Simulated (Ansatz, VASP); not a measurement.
Se: VASP beside Ansatz

File INCAR:

```
  PREC = Accurate
  ENCUT = 520
  EDIFF = 1E-6
  ISMEAR = -1
  SIGMA = 0.1
  LREAL = F
  LASPH = T
  NELM = 80
  ALGO = Normal
  ISIF = 2
  LWAVE = F
  LCHARG = F
  GGA = PS
  NBANDS = 9
```

KPOINTS

```
regular mesh
0
Gamma
  15 15 15
```

POSCAR

```
Se
1.0
   -1.7319119008      1.7319119008      1.7319119008
    1.7319119008     -1.7319119008      1.7319119008
    1.7319119008      1.7319119008     -1.7319119008
Se
1
Direct
    0.0000000000      0.0000000000      0.0000000000
```

Input for Ansatz:

```yaml
crystal:
  lattice:
    - [-1.7319119008, 1.7319119008, 1.7319119008]
    - [1.7319119008, -1.7319119008, 1.7319119008]
    - [1.7319119008, 1.7319119008, -1.7319119008]
  atoms:
    - { symbol: Se, position: [0.0, 0.0, 0.0] }
hamiltonian:
  xc: pbesol
  pseudopotentials:
    kind: paw
    azcp:
      Se: "pseudopotentials/Se.paw.azcp"
basis:
  ecutwfc: 420
  fft_grid_basis: typed
kpoints:
  mp_grid: { grid: [15, 15, 15], shift: [0, 0, 0] }
magnetization:
  spin_polarized: false
scf:
  occupations: { method: fermi_dirac, width: 0.1 }
  lower_state_search: "off"
output:
  stress: true
```

Alike in both runs: task single point; functional PBEsol; k mesh 15 × 15 × 15; occupations fermi-dirac, width 0.1 eV; no spin polarisation.

|  | VASP | Ansatz |
| --- | --- | --- |
| version | VASP 6.6.1 | Ansatz 0.2.0 |
| potentials or method | VASP PAW PBE potentials, release 64 (Se), cutoff 520 eV | plane waves (420 eV) with PAW, scalar-relativistic |
| valence electrons in the cell | 6 | 16 |

Ansatz gave:

| Quantity | Value |
| --- | --- |
| pressure (GPa) | -5.2 |

Task: Which values does VASP return?

Result: Pressure (GPa): -5.1.

VASP's potentials were made for PBE, not for PBEsol, and Ansatz warns of the same on its side. The functional is the same, so the differences come from potentials, cutoffs and numerics. VASP's potentials hold 6 valence electrons a cell and Ansatz's 16, so a difference there can come from the potentials and not from the codes.
